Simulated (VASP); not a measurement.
# Cs (P6_3/mmc) in VASP: single point with PBEsol

Aim: the single point of Cs with PBEsol.

Program: VASP 6.6.1. These are calculated values, not measurements. Logs are shortened: lines on timing, memory, paths and dates and some standing lists are left out, and cuts for length are marked.

### Step 1. The cell of the first run

Symmetry: P6_3/mmc, No. 194, hexagonal system. Conventional cell: a = 4.677 Å, b = 4.677 Å, c = 7.523 Å, α = 90.00°, β = 90.00°, γ = 120.00°.

### Step 2. Single point, PBEsol (Na replaced by Cs, lengths x 1.282, strained)

The input, INCAR:

```
SYSTEM = Cs
ALGO     = Normal         ! electronic algorithm
EDIFF    = 1E-7           ! SCF threshold, eV
ENCUT    = 520            ! plane-wave cutoff, eV
GGA      = PS             ! functional
ISIF     = 2              ! what is computed and relaxed
ISMEAR   = 0              ! smearing method
LASPH    = .True.         ! aspherical terms in the spheres
LCHARG   = .True.         ! write CHGCAR
LELF     = .True.         ! ELF
LREAL    = .False.        ! projectors in reciprocal space
LVHAR    = .True.       
LWAVE    = .False.        ! write WAVECAR
NBANDS   = 16             ! bands
NELM     = 100            ! most SCF steps
PREC     = Accurate       ! precision mode
SIGMA    = 0.1            ! smearing width, eV
```

The input, KPOINTS:

```
k-points
0
Gamma
  12 12 6
  0 0 0
```

The input, POSCAR:

```
Cs
1.0
    4.6773916445      0.0000000000      0.0000000000
   -2.3386958222      4.0507399876      0.0000000000
    0.0000000000      0.0000000000      7.5229343152
Cs
2
Direct
    0.3333333333      0.6666666667      0.2500000000
    0.6666666667      0.3333333333      0.7500000000
```

Potentials or basis: VASP PAW PBE potentials, release 64 (Cs_sv).

The run is started by

```
> cat potpaw_PBE.64/Cs_sv/POTCAR > POTCAR
> mpirun -np 1 vasp_std > vasp.out
```

OUTCAR:

```text
SYSTEM = Cs
   EDIFF = 1E-7
   ENCUT = 520
   GGA = PS
   ISIF = 2
   ISMEAR = 0
   LASPH = .True.
   LREAL = .False.
   NELM = 100
   PREC = Accurate

 ion  position               nearest neighbor table
   1  0.333  0.667  0.250-
   2  0.667  0.333  0.750-

  LATTYP: Found a hexagonal cell.
 ALAT       =     4.6773916445
 C/A-ratio  =     1.6083610027

  Lattice vectors:

 A1 = (   4.6773916445,   0.0000000000,   0.0000000000)
 A2 = (  -2.3386958222,   4.0507399876,   0.0000000000)
 A3 = (   0.0000000000,   0.0000000000,   7.5229343152)

Analysis of symmetry for initial positions (statically):
=====================================================================
 Subroutine PRICEL returns:
 Original cell was already a primitive cell.

 Routine SETGRP: Setting up the symmetry group for a
 hexagonal supercell.

 Subroutine GETGRP returns: Found 24 space group operations
 (whereof 12 operations were pure point group operations)
 out of a pool of 24 trial point group operations.

The static configuration has the point symmetry D_3d.
 The point group associated with its full space group is D_6h.

Analysis of symmetry for dynamics (positions and initial velocities):
=====================================================================
 Subroutine PRICEL returns:
 Original cell was already a primitive cell.

 Routine SETGRP: Setting up the symmetry group for a
 hexagonal supercell.

 Subroutine GETGRP returns: Found 24 space group operations
 (whereof 12 operations were pure point group operations)
 out of a pool of 24 trial point group operations.

The dynamic configuration has the point symmetry D_3d.
 The point group associated with its full space group is D_6h.

 Subroutine INISYM returns: Found 24 space group operations
 (whereof 12 operations are pure point group operations),
 and found     1 'primitive' translations

----------------------------------------------------------------------------------------

                                     Primitive cell

  volume of cell :     142.5363

  direct lattice vectors                    reciprocal lattice vectors
     4.677391645  0.000000000  0.000000000     0.213794370  0.123434237  0.000000000
    -2.338695822  4.050739988  0.000000000     0.000000000  0.246868474  0.000000000
     0.000000000  0.000000000  7.522934315     0.000000000  0.000000000  0.132926855

  length of vectors
     4.677391645  4.677391644  7.522934315     0.246868474  0.246868474  0.132926855

  position of ions in fractional coordinates (direct lattice)
     0.333333333  0.666666667  0.250000000
     0.666666667  0.333333333  0.750000000

  ion indices of the primitive-cell ions
   primitive index   ion index
                 1           1
                 2           2

----------------------------------------------------------------------------------------

 KPOINTS: k-points

Automatic generation of k-mesh.
 Grid dimensions read from file:
 generate k-points for:   12   12    6

 Generating k-lattice:

  Cartesian coordinates                     Fractional coordinates (reciprocal lattice)
     0.017816198  0.010286186  0.000000000     0.083333333 -0.000000000  0.000000000
     0.000000000  0.020572373  0.000000000     0.000000000  0.083333333  0.000000000
     0.000000000  0.000000000  0.022154476     0.000000000  0.000000000  0.166666667

  Length of vectors
     0.020572373  0.020572373  0.022154476

  Shift w.r.t. Gamma in fractional coordinates (k-lattice)
     0.000000000  0.000000000  0.000000000

 Subroutine IBZKPT returns following result:
 ===========================================

 Found     76 irreducible k-points:

 Following reciprocal coordinates:
            Coordinates               Weight
  0.000000  0.000000  0.000000      1.000000
  0.083333 -0.000000  0.000000      6.000000
  0.166667 -0.000000  0.000000      6.000000
  0.250000 -0.000000  0.000000      6.000000
  0.333333 -0.000000  0.000000      6.000000
  0.416667 -0.000000  0.000000      6.000000
[... 16 lines left out ...]
  0.250000 -0.000000  0.166667     12.000000
  0.333333 -0.000000  0.166667     12.000000
 [... further k-points ...]
   k-points           NKPTS =     76   k-points in BZ     NKDIM =     76   number of bands    NBANDS=     16
   number of dos      NEDOS =    301   number of ions     NIONS =      2
   total plane-waves  NPLWV =  72576
   dimension x,y,z NGX =    36 NGY =   36 NGZ =   56
   dimension x,y,z NGXF=    72 NGYF=   72 NGZF=  112
   ions per type =               2
   NGX,Y,Z   is equivalent  to a cutoff of  12.80, 12.80, 12.38 a.u.
   NGXF,Y,Z  is equivalent  to a cutoff of  25.59, 25.59, 24.75 a.u.
 SYSTEM =  Cs
   PREC   = accura    normal or accurate (medium, high low for compatibility)
   ISTART =      0    job   : 0-new  1-cont  2-samecut
   ICHARG =      2    charge: 1-file 2-atom 10-const
   ISPIN  =      1    spin polarized calculation?
   LNONCOLLINEAR =      F non collinear calculations
   LSORBIT =      F    spin-orbit coupling
   LASPH  =      T    aspherical Exc in radial PAW
   ENCUT  =  520.0 eV  38.22 Ry    6.18 a.u.   8.70  8.70 13.99*2*pi/ulx,y,z
   NELM   =    100;   NELMIN=  2; NELMDL= -5     # of ELM steps
   EDIFF  = 0.1E-06   stopping-criterion for ELM
   LREAL  =      F    real-space projection
   EDIFFG = 0.1E-05   stopping-criterion for IOM
   NSW    =      0    number of steps for IOM
   IBRION =     -1    ionic relax: 0-MD 1-quasi-New 2-CG
   NFREE  =      0    steps in history (QN), initial steepest desc. (CG)
   ISIF   =      2    stress and relaxation
   ISYM   =      2    0-nonsym 1-usesym 2-fastsym
   POTIM  = 0.5000    time-step for ionic-motion
   TEBEG  =    0.0;   TEEND  =   0.0 temperature during run
   PSTRESS=    0.0 pullay stress
   NELECT =      18.0000    total number of electrons
   NUPDOWN=      -1.0000    fix difference up-down
   EMIN   =  10.00;   EMAX   =-10.00  energy-range for DOS
   EFERMI =   0.00;   METHOD = LEGACY
   ISMEAR =     0;   SIGMA  =   0.10  broadening in eV -4-tet -1-fermi 0-gaus
   EFERMI_NEDOS =   21; number of points for ismear=-14 and -15
   IALGO  =     38    algorithm
   IMIX   =      4    mixing-type and parameters
     AMIX     =   0.40;   BMIX     =  1.00
     AMIX_MAG =   1.60;   BMIX_MAG =  1.00
  volume/ion in A,a.u.               =      71.27       480.94
  Fermi-wavevector in a.u.,A,eV,Ry     =   0.821342  1.552111  9.178520  0.674602
  Thomas-Fermi vector in A             =   1.932484
   LORBIT       =      0    0 simple, 1 ext, 2 COOP (PROOUT), +10 PAW based schemes
   GGA     = PS    functional components
   LHFCALC =     F    Hartree Fock is set to
   AEXX    =    0.0000 exact exchange contribution
   IVDW    =     0    specifies the selected vdW correction
   LEPSILON=     F    determine dielectric tensor
   LRPA    =     F    only Hartree local field effects (RPA)
 non-spin polarized calculation
 Gauss-broadening in eV      SIGMA  =   0.10
  energy-cutoff  :      520.00
  volume of cell :      142.54
 maximum number of plane-waves:      3858
 NGX is ok and might be reduce to    36
   NGX = 17   NGY = 17   NGZ = 27

 number of electron      17.9999999 magnetization

 Free energy of the ion-electron system (eV)
  ---------------------------------------------------
  ext. energy  EPLUGINS =         0.00000000
  ---------------------------------------------------
  free energy    TOTEN  =        -1.60102948 eV

  energy without entropy =       -1.58580680  energy(sigma->0) =       -1.59341814

 E-fermi :   1.8433     XC(G=0):  -6.8978

 val. band max:        1.8385352263   @ k =   0.3333   0.1667   0.3333
 cond. band min:       1.8642071261   @ k =   0.3333   0.1667   0.0000
 fundamental gap:      0.0256718998
 Fermi energy:         1.8433465554

 k-point     1 :       0.0000    0.0000    0.0000
  band No.  band energies     occupation
      1     -21.8417      2.00000
      2     -21.7851      2.00000
      3      -9.0007      2.00000
      4      -8.4588      2.00000
      5      -8.4588      2.00000
      6      -8.3748      2.00000
[... 8 lines left out ...]
     15       4.9332      0.00000
     16       4.9332      0.00000

 k-point     2 :       0.0833   -0.0000    0.0000
  band No.  band energies     occupation
      1     -21.8386      2.00000
      2     -21.7837      2.00000
      3      -8.9870      2.00000
      4      -8.4912      2.00000
      5      -8.4691      2.00000
      6      -8.4091      2.00000
[... 8 lines left out ...]
     15       4.7954      0.00000
     16       5.0364      0.00000

 k-point     3 :       0.1667   -0.0000    0.0000
  band No.  band energies     occupation
      1     -21.8301      2.00000
      2     -21.7802      2.00000
      3      -8.9475      2.00000
      4      -8.5794      2.00000
      5      -8.4985      2.00000
      6      -8.4959      2.00000
[... 8 lines left out ...]
     15       4.8273      0.00000
     16       4.9807      0.00000

 k-point     4 :       0.2500   -0.0000    0.0000
  band No.  band energies     occupation
      1     -21.8179      2.00000
      2     -21.7757      2.00000
      3      -8.8878      2.00000
      4      -8.6987      2.00000
      5      -8.6121      2.00000
      6      -8.5306      2.00000
[... 8 lines left out ...]
     15       4.6876      0.00000
     16       5.3260      0.00000

 k-point     5 :       0.3333   -0.0000    0.0000
  band No.  band energies     occupation
      1     -21.8048      2.00000
      2     -21.7722      2.00000
      3      -8.8171      2.00000
      4      -8.8156      2.00000
      5      -8.7180      2.00000
      6      -8.5637      2.00000
[... 8 lines left out ...]
     15       4.4574      0.00000
     16       5.9845      0.00000

 k-point     6 :       0.4167   -0.0000    0.0000
  band No.  band energies     occupation
      1     -21.7940      2.00000
      2     -21.7708      2.00000
      3      -8.8993      2.00000
      4      -8.7919      2.00000
      5      -8.7507      2.00000
      6      -8.5871      2.00000
[... 8 lines left out ...]
     15       4.3761      0.00000
     16       6.5657      0.00000

 k-point     7 :       0.5000   -0.0000    0.0000
  band No.  band energies     occupation
      1     -21.7894      2.00000
      2     -21.7709      2.00000
      3      -8.9294      2.00000
      4      -8.8183      2.00000
      5      -8.7191      2.00000
      6      -8.5955      2.00000
[... 8 lines left out ...]
     15       4.5152      0.00000
     16       6.9838      0.00000

 k-point     8 :       0.0833    0.0833    0.0000
  band No.  band energies     occupation
      1     -21.8328      2.00000
      2     -21.7813      2.00000
      3      -8.9603      2.00000
      4      -8.5445      2.00000
      5      -8.5073      2.00000
      6      -8.4535      2.00000
[... 8 lines left out ...]
     15       4.8444      0.00000
     16       4.9455      0.00000

 k-point     9 :       0.1667    0.0833    0.0000
  band No.  band energies     occupation
      1     -21.8225      2.00000
      2     -21.7773      2.00000
      3      -8.9107      2.00000
      4      -8.6403      2.00000
      5      -8.5917      2.00000
      6      -8.5027      2.00000
[... 8 lines left out ...]
     15       4.8449      0.00000
     16       5.1460      0.00000
[... 172 lines left out ...]
 k-point    19 :       0.3333    0.3333    0.0000
  band No.  band energies     occupation
      1     -21.7760      2.00000
      2     -21.7760      2.00000
      3      -8.8358      2.00000
      4      -8.7411      2.00000
      5      -8.7411      2.00000
      6      -8.6317      2.00000
[... 8 lines left out ...]
     15       4.6506      0.00000
     16       6.1253      0.00000

 k-point    20 :       0.0000    0.0000    0.1667
  band No.  band energies     occupation
      1     -21.8379      2.00000
      2     -21.7889      2.00000
      3      -8.9621      2.00000
      4      -8.4533      2.00000
      5      -8.4533      2.00000
      6      -8.4080      2.00000
[... 8 lines left out ...]
     15       4.8147      0.00000
     16       4.8147      0.00000

 k-point    21 :       0.0833   -0.0000    0.1667
  band No.  band energies     occupation
      1     -21.8350      2.00000
      2     -21.7874      2.00000
      3      -8.9506      2.00000
      4      -8.4846      2.00000
      5      -8.4631      2.00000
      6      -8.4403      2.00000
[... 8 lines left out ...]
     15       4.6872      0.00000
     16       4.8974      0.00000

 k-point    22 :       0.1667   -0.0000    0.1667
  band No.  band energies     occupation
      1     -21.8268      2.00000
      2     -21.7835      2.00000
      3      -8.9189      2.00000
      4      -8.5697      2.00000
      5      -8.5258      2.00000
      6      -8.4890      2.00000
[... 8 lines left out ...]
     15       4.6893      0.00000
     16       5.0610      0.00000

 k-point    23 :       0.2500   -0.0000    0.1667
  band No.  band energies     occupation
      1     -21.8151      2.00000
      2     -21.7786      2.00000
      3      -8.8789      2.00000
      4      -8.6800      2.00000
      5      -8.6319      2.00000
      6      -8.5226      2.00000
[... 8 lines left out ...]
     15       4.7083      0.00000
     16       5.3540      0.00000

 k-point    24 :       0.3333   -0.0000    0.1667
  band No.  band energies     occupation
      1     -21.8027      2.00000
      2     -21.7744      2.00000
      3      -8.8748      2.00000
      4      -8.7662      2.00000
      5      -8.7075      2.00000
      6      -8.5548      2.00000
[... 8 lines left out ...]
     15       4.5424      0.00000
     16       5.9162      0.00000

 [... further k-points ...]
[... 5 lines left out ...]
  --------------------------------------------------------------------------------------
  -------------------------------------------------------------------------------------
  Total        1.3586087      1.3586087      1.4719109      0.0000000     -0.0000000      0.0000000
  in kB       15.2714267     15.2714267     16.5449987      0.0000000     -0.0000000      0.0000000
  external PRESSURE =      15.6959507 kB  Pullay stress =       0.0000000 kB

 VOLUME and BASIS-vectors are now :
 -----------------------------------------------------------------------------
  energy-cutoff  :      520.00
  volume of cell :      142.54
      direct lattice vectors                 reciprocal lattice vectors
     4.677391645  0.000000000  0.000000000     0.213794370  0.123434237  0.000000000
    -2.338695822  4.050739988  0.000000000     0.000000000  0.246868474  0.000000000
     0.000000000  0.000000000  7.522934315     0.000000000  0.000000000  0.132926855

 POSITION                                       TOTAL-FORCE (eV/Angst)
 -----------------------------------------------------------------------------------
     -0.00000      2.70049      1.88073        -0.000000      0.000000     -0.000000
      2.33870      1.35025      5.64220         0.000000     -0.000000      0.000000
 -----------------------------------------------------------------------------------
    total drift:                               -0.000000      0.000000     -0.000000

  FREE ENERGIE OF THE ION-ELECTRON SYSTEM (eV)
  ---------------------------------------------------
  free  energy   TOTEN  =        -1.6010294823 eV

  energy  without entropy=       -1.5858067953  energy(sigma->0) =       -1.59341814
```

Wall time 46 s (1 thread of Intel Xeon 6975P-C (Granite Rapids), shared host); peak memory 0.33 GiB.

Results:

| Property | Result |
| --- | --- |
| Free energy | -1.6010 eV |
| Pressure | 1.6 GPa |
| Band gap on the k mesh | zero (band 9 reaches 2.64 eV, above the bottom of band 10 at 0.70 eV) |

Stress tensor (GPa, compression positive):
```
1.53 0.00 0.00
0.00 1.53 0.00
0.00 0.00 1.65
```

Levels at points of the mesh, in eV from the Fermi level:
```
           k point  band 7  band 8  band 9  band 10  band 11  band 12
(0.00, 0.00, 0.00)  -10.22  -10.20   -2.12    -0.26     1.65     2.57
(0.50, 0.00, 0.00)  -10.36  -10.29   -0.03     0.21     0.45     1.23
(0.00, 0.00, 0.50)  -10.26  -10.26   -1.14    -1.14     1.80     1.80
(0.50, 0.00, 0.50)  -10.36  -10.36   -0.14    -0.14     1.24     1.24
```

Caveat: the cell differs from its parent crystal (Na replaced by Cs, lengths x 1.282, strained); the PAW data sets were made with another functional, which shifts forces and pressure a little; spin-orbit coupling is left out, which moves the levels of the heavy elements.
